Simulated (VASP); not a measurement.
# Cd (P4/nmm) in VASP: single point with LDA

Aim: the single point of Cd with LDA.

All numbers are computed with VASP 6.6.1; they aren't measurements. Logs are shortened: lines on timing, memory, paths and dates and some standing lists are left out, and cuts for length are marked.

**1. The cell of the first run**

The structure is tetragonal, space group P4/nmm (No. 129). The conventional cell has a = 2.904 Å, b = 2.904 Å, c = 8.954 Å, α = 90.00°, β = 90.00°, γ = 90.00°. Cd (site symmetry 4mm) has 8 Cd at 2.90 to 3.10 Å within 3.8 Å.

**2. Single point, LDA**

INCAR reads:

```
ALGO     = Normal         # electronic algorithm
EDIFF    = 1E-6           # SCF threshold, eV
ENCUT    = 520            # plane-wave cutoff, eV
GGA      = CA             # functional
ISIF     = 2              # what is computed and relaxed
ISMEAR   = 1              # smearing method
LASPH    = T              # aspherical terms in the spheres
LCHARG   = T              # write CHGCAR
LELF     = T              # ELF
LREAL    = F              # projectors in reciprocal space
LVHAR    = T            
LWAVE    = F              # write WAVECAR
NBANDS   = 19             # bands
NELM     = 80             # most SCF steps
PREC     = Accurate       # precision mode
SIGMA    = 0.1            # smearing width, eV
```

KPOINTS reads:

```
k-points
0
Gamma
  8 8 3
```

POSCAR reads:

```
Cd
1.0
    2.9040000000      0.0000000000      0.0000000000
    0.0000000000      2.9040000000      0.0000000000
    0.0000000000      0.0000000000      8.9540000000
Cd
2
Direct
    0.0000000000      0.5000000000      0.1300000000
    0.5000000000      0.0000000000      0.8700000000
```

Potentials or basis: VASP PAW LDA potentials, release 64 (Cd).

The run is started by

```console
cat potpaw_LDA.64/Cd/POTCAR > POTCAR
mpirun -np 1 vasp_std > vasp.out
```

OUTCAR:

```text
EDIFF = 1E-6
   ENCUT = 520
   GGA = CA
   ISIF = 2
   ISMEAR = 1
   LASPH = T
   LREAL = F
   NELM = 80
   PREC = Accurate

 ion  position               nearest neighbor table
   1  0.000  0.500  0.130-   2 3.10   2 3.10   2 3.10   2 3.10
   2  0.500  0.000  0.870-   1 3.10   1 3.10   1 3.10   1 3.10

  LATTYP: Found a simple tetragonal cell.
 ALAT       =     2.9040000000
 C/A-ratio  =     3.0833333333

  Lattice vectors:

 A1 = (   2.9040000000,   0.0000000000,   0.0000000000)
 A2 = (   0.0000000000,   2.9040000000,   0.0000000000)
 A3 = (   0.0000000000,   0.0000000000,   8.9540000000)

Analysis of symmetry for initial positions (statically):
=====================================================================
 Subroutine PRICEL returns:
 Original cell was already a primitive cell.

 Routine SETGRP: Setting up the symmetry group for a
 simple tetragonal supercell.

 Subroutine GETGRP returns: Found 16 space group operations
 (whereof  8 operations were pure point group operations)
 out of a pool of 16 trial point group operations.

The static configuration has the point symmetry D_2d.
 The point group associated with its full space group is D_4h.

Analysis of symmetry for dynamics (positions and initial velocities):
=====================================================================
 Subroutine PRICEL returns:
 Original cell was already a primitive cell.

 Routine SETGRP: Setting up the symmetry group for a
 simple tetragonal supercell.

 Subroutine GETGRP returns: Found 16 space group operations
 (whereof  8 operations were pure point group operations)
 out of a pool of 16 trial point group operations.

The dynamic configuration has the point symmetry D_2d.
 The point group associated with its full space group is D_4h.

 Subroutine INISYM returns: Found 16 space group operations
 (whereof  8 operations are pure point group operations),
 and found     1 'primitive' translations

----------------------------------------------------------------------------------------

                                     Primitive cell

  volume of cell :      75.5110

  direct lattice vectors                    reciprocal lattice vectors
     2.904000000  0.000000000  0.000000000     0.344352617  0.000000000  0.000000000
     0.000000000  2.904000000  0.000000000     0.000000000  0.344352617  0.000000000
     0.000000000  0.000000000  8.954000000     0.000000000  0.000000000  0.111681930

  length of vectors
     2.904000000  2.904000000  8.954000000     0.344352617  0.344352617  0.111681930

  position of ions in fractional coordinates (direct lattice)
     0.000000000  0.500000000  0.130000000
     0.500000000  0.000000000  0.870000000

  ion indices of the primitive-cell ions
   primitive index   ion index
                 1           1
                 2           2

----------------------------------------------------------------------------------------

 KPOINTS: k-points

Automatic generation of k-mesh.
 Grid dimensions read from file:
 generate k-points for:    8    8    3

 Generating k-lattice:

  Cartesian coordinates                     Fractional coordinates (reciprocal lattice)
     0.043044077  0.000000000  0.000000000     0.125000000  0.000000000  0.000000000
     0.000000000  0.043044077  0.000000000     0.000000000  0.125000000  0.000000000
     0.000000000  0.000000000  0.037227310     0.000000000  0.000000000  0.333333333

  Length of vectors
     0.043044077  0.043044077  0.037227310

  Shift w.r.t. Gamma in fractional coordinates (k-lattice)
     0.000000000  0.000000000  0.000000000

 Subroutine IBZKPT returns following result:
 ===========================================

 Found     30 irreducible k-points:

 Following reciprocal coordinates:
            Coordinates               Weight
  0.000000  0.000000  0.000000      1.000000
  0.125000  0.000000  0.000000      4.000000
  0.250000  0.000000  0.000000      4.000000
  0.375000  0.000000  0.000000      4.000000
  0.500000  0.000000  0.000000      2.000000
  0.125000  0.125000  0.000000      4.000000
[... 16 lines left out ...]
  0.375000  0.125000  0.333333     16.000000
  0.500000  0.125000  0.333333      8.000000
 [... further k-points ...]
   k-points           NKPTS =     30   k-points in BZ     NKDIM =     30   number of bands    NBANDS=     19
   number of dos      NEDOS =    301   number of ions     NIONS =      2
   total plane-waves  NPLWV =  40320
   dimension x,y,z NGX =    24 NGY =   24 NGZ =   70
   dimension x,y,z NGXF=    48 NGYF=   48 NGZF=  140
   ions per type =               2
   NGX,Y,Z   is equivalent  to a cutoff of  13.74, 13.74, 13.00 a.u.
   NGXF,Y,Z  is equivalent  to a cutoff of  27.48, 27.48, 25.99 a.u.
 SYSTEM =  unknown system
   PREC   = accura    normal or accurate (medium, high low for compatibility)
   ISTART =      0    job   : 0-new  1-cont  2-samecut
   ICHARG =      2    charge: 1-file 2-atom 10-const
   ISPIN  =      1    spin polarized calculation?
   LNONCOLLINEAR =      F non collinear calculations
   LSORBIT =      F    spin-orbit coupling
   LASPH  =      T    aspherical Exc in radial PAW
   ENCUT  =  520.0 eV  38.22 Ry    6.18 a.u.   5.40  5.40 16.65*2*pi/ulx,y,z
   NELM   =     80;   NELMIN=  2; NELMDL= -5     # of ELM steps
   EDIFF  = 0.1E-05   stopping-criterion for ELM
   LREAL  =      F    real-space projection
   EDIFFG = 0.1E-04   stopping-criterion for IOM
   NSW    =      0    number of steps for IOM
   IBRION =     -1    ionic relax: 0-MD 1-quasi-New 2-CG
   NFREE  =      0    steps in history (QN), initial steepest desc. (CG)
   ISIF   =      2    stress and relaxation
   ISYM   =      2    0-nonsym 1-usesym 2-fastsym
   POTIM  = 0.5000    time-step for ionic-motion
   TEBEG  =    0.0;   TEEND  =   0.0 temperature during run
   PSTRESS=    0.0 pullay stress
   NELECT =      24.0000    total number of electrons
   NUPDOWN=      -1.0000    fix difference up-down
   EMIN   =  10.00;   EMAX   =-10.00  energy-range for DOS
   EFERMI =   0.00;   METHOD = LEGACY
   ISMEAR =     1;   SIGMA  =   0.10  broadening in eV -4-tet -1-fermi 0-gaus
   EFERMI_NEDOS =   21; number of points for ismear=-14 and -15
   IALGO  =     38    algorithm
   IMIX   =      4    mixing-type and parameters
     AMIX     =   0.40;   BMIX     =  1.00
     AMIX_MAG =   1.60;   BMIX_MAG =  1.00
  volume/ion in A,a.u.               =      37.76       254.79
  Fermi-wavevector in a.u.,A,eV,Ry     =   1.117228  2.111255 16.982770  1.248198
  Thomas-Fermi vector in A             =   2.253849
   LORBIT       =      0    0 simple, 1 ext, 2 COOP (PROOUT), +10 PAW based schemes
   GGA     = CA    functional components
   LHFCALC =     F    Hartree Fock is set to
   AEXX    =    0.0000 exact exchange contribution
   IVDW    =     0    specifies the selected vdW correction
   LEPSILON=     F    determine dielectric tensor
   LRPA    =     F    only Hartree local field effects (RPA)
 non-spin polarized calculation
 Methfessel and Paxton  Order N= 1 SIGMA  =   0.10
  energy-cutoff  :      520.00
  volume of cell :       75.51
 maximum number of plane-waves:      2073
 NGX is ok and might be reduce to    24
   NGX = 11   NGY = 11   NGZ = 33

 number of electron      23.9999991 magnetization

 Free energy of the ion-electron system (eV)
  ---------------------------------------------------
  ext. energy  EPLUGINS =         0.00000000
  ---------------------------------------------------
  free energy    TOTEN  =        -2.24064560 eV

  energy without entropy =       -2.24113973  energy(sigma->0) =       -2.24081031

 E-fermi :  -0.3272     XC(G=0):  -7.8402

 val. band max:       -0.3818290701   @ k =   0.1250   0.1250   0.0000
 cond. band min:      -0.1432075888   @ k =   0.1250   0.1250   0.3333
 fundamental gap:      0.2386214813
 Fermi energy:        -0.3271927929

 k-point     1 :       0.0000    0.0000    0.0000
  band No.  band energies     occupation
      1     -10.2704      2.00000
      2      -9.9986      2.00000
      3      -9.9867      2.00000
      4      -9.5151      2.00000
      5      -9.0671      2.00000
      6      -9.0671      2.00000
[... 11 lines left out ...]
     18      12.8724      0.00000
     19      13.3144      0.00000

 k-point     2 :       0.1250    0.0000    0.0000
  band No.  band energies     occupation
      1     -10.1813      2.00000
      2      -9.9061      2.00000
      3      -9.8717      2.00000
      4      -9.3813      2.00000
      5      -9.1517      2.00000
      6      -9.0516      2.00000
[... 11 lines left out ...]
     18      10.3402      0.00000
     19      12.9784      0.00000

 k-point     3 :       0.2500    0.0000    0.0000
  band No.  band energies     occupation
      1     -10.0464      2.00000
      2      -9.8230      2.00000
      3      -9.5955      2.00000
      4      -9.3219      2.00000
      5      -9.2160      2.00000
      6      -9.0322      2.00000
[... 11 lines left out ...]
     18      10.0355      0.00000
     19      11.4662      0.00000

 k-point     4 :       0.3750    0.0000    0.0000
  band No.  band energies     occupation
      1      -9.9366      2.00000
      2      -9.8252      2.00000
      3      -9.6552      2.00000
      4      -9.5564      2.00000
      5      -9.0783      2.00000
      6      -9.0554      2.00000
[... 11 lines left out ...]
     18       7.6162      0.00000
     19      11.4194      0.00000

 k-point     5 :       0.5000    0.0000    0.0000
  band No.  band energies     occupation
      1      -9.8790      2.00000
      2      -9.8790      2.00000
      3      -9.6655      2.00000
      4      -9.6655      2.00000
      5      -9.1197      2.00000
      6      -9.1197      2.00000
[... 11 lines left out ...]
     18       8.3041      0.00000
     19       9.7068      0.00000
[... 334 lines left out ...]
      2      -9.7941      2.00000
      3      -9.7743      2.00000
      4      -9.3136      2.00000
      5      -9.1688      2.00000
      6      -9.0967      2.00000
[... 11 lines left out ...]
     18      10.4350      0.00000
     19      10.5580      0.00000

 k-point    22 :       0.2500    0.1250    0.3333
  band No.  band energies     occupation
      1      -9.8707      2.00000
      2      -9.6266      2.00000
      3      -9.5772      2.00000
      4      -9.3519      2.00000
      5      -9.2433      2.00000
      6      -9.0560      2.00000
[... 11 lines left out ...]
     18       8.5481      0.00000
     19      10.4907      0.00000

 k-point    23 :       0.3750    0.1250    0.3333
  band No.  band energies     occupation
      1      -9.7731      2.00000
      2      -9.6760      2.00000
      3      -9.6282      2.00000
      4      -9.5138      2.00000
      5      -9.2043      2.00000
      6      -9.1972      2.00000
[... 11 lines left out ...]
     18       9.4210      0.00000
     19      10.0219      0.00000

 k-point    24 :       0.5000    0.1250    0.3333
  band No.  band energies     occupation
      1      -9.7692      2.00000
      2      -9.7692      2.00000
      3      -9.5828      2.00000
      4      -9.5828      2.00000
      5      -9.2556      2.00000
      6      -9.2556      2.00000
[... 11 lines left out ...]
     18       7.4189      0.00000
     19      11.5931      0.00000

 [... further k-points ...]

------------------------ aborting loop because EDIFF is reached ----------------------------------------

  FORCE on cell =-STRESS in cart. coord.  units (eV):
  Direction    XX          YY          ZZ          XY          YZ          ZX
  --------------------------------------------------------------------------------------
  -------------------------------------------------------------------------------------
  Total       -0.8303581     -0.8303581      0.2789661      0.0000000      0.0000000      0.0000000
  in kB      -17.6183679    -17.6183679      5.9190457      0.0000000      0.0000000      0.0000000
  external PRESSURE =      -9.7725633 kB  Pullay stress =       0.0000000 kB

 VOLUME and BASIS-vectors are now :
 -----------------------------------------------------------------------------
  energy-cutoff  :      520.00
  volume of cell :       75.51
      direct lattice vectors                 reciprocal lattice vectors
     2.904000000  0.000000000  0.000000000     0.344352617  0.000000000  0.000000000
     0.000000000  2.904000000  0.000000000     0.000000000  0.344352617  0.000000000
     0.000000000  0.000000000  8.954000000     0.000000000  0.000000000  0.111681930

 POSITION                                       TOTAL-FORCE (eV/Angst)
 -----------------------------------------------------------------------------------
      0.00000      1.45200      1.16402        -0.000000      0.000000      0.157148
      1.45200      0.00000      7.78998         0.000000      0.000000     -0.157148
 -----------------------------------------------------------------------------------
    total drift:                                0.000000      0.000000      0.000000

  FREE ENERGIE OF THE ION-ELECTRON SYSTEM (eV)
  ---------------------------------------------------
  free  energy   TOTEN  =        -2.2406455999 eV

  energy  without entropy=       -2.2411397255  energy(sigma->0) =       -2.24081031
```

It took 30 s on 1 thread of Intel Xeon 6975P-C, shared host; peak memory 0.17 GiB.

What came out:

```yaml
Free_energy: -2.2406 eV
Pressure: -1.0 GPa
Largest_force: 0.157 eV/Å
Band_gap_on_the_k_mesh: zero (band 12 reaches 0.77 eV, above the bottom of band 13 at -1.14 eV)
```

Forces on the atoms (eV/Å):
```
Cd   0.000  0.000  0.157
Cd   0.000  0.000 -0.157
```

Levels at points of the mesh, in eV from the Fermi level:
```tsv
k point	band 9	band 10	band 11	band 12	band 13	band 14	band 15	band 16
(0.00, 0.00, 0.00)	-8.26	-8.17	-8.09	-4.26	-0.81	4.60	5.10	10.20
(0.50, 0.00, 0.00)	-8.30	-8.30	-2.63	-2.63	0.46	0.46	4.60	4.60
(0.50, 0.50, 0.00)	-7.80	-7.80	1.10	1.10	3.47	3.47	4.24	4.24
```
